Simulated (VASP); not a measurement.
A run of VASP 6.6.1:

The input INCAR:

```
  PREC = Accurate
  ENCUT = 520
  EDIFF = 1E-7
  ISMEAR = -1
  SIGMA = 0.05
  LREAL = False
  LASPH = True
  NELM = 150
  ALGO = Normal
  ISIF = 2
  LWAVE = False
  LCHARG = False
  MAGMOM = 0 0 0 0 0 0
  LORBIT = 11
  LSORBIT = True
  GGA_COMPAT = False
  LORBMOM = True
  GGA = PE
  NBANDS = 20
```

Contents of KPOINTS:

```
Automatic mesh
0
Gamma
  8 8 8
```

Contents of POSCAR:

```
BeTe
1.0
    0.0000000000      2.7700000000      2.7700000000
    2.7700000000      0.0000000000      2.7700000000
    2.7700000000      2.7700000000      0.0000000000
Te Be
1 1
Direct
    0.7500000000      0.7500000000      0.7500000000
    0.0000000000      0.0000000000      0.0000000000
```

Potentials or basis: VASP PAW PBE potentials, release 64 (Te, Be).

The run is started by

```sh
$ cat potpaw_PBE.64/Te/POTCAR potpaw_PBE.64/Be/POTCAR > POTCAR
$ mpirun -np 1 vasp_ncl > vasp.out
```

Hardware: 1 thread of Intel Xeon 6975P-C, on a shared host.

Estimate the wall time of this run.

Run time: 100 s on 1 thread of Intel Xeon 6975P-C, with other jobs on the host, peak memory 0.3 GiB. Counts: scf iterations 15, k points 43.
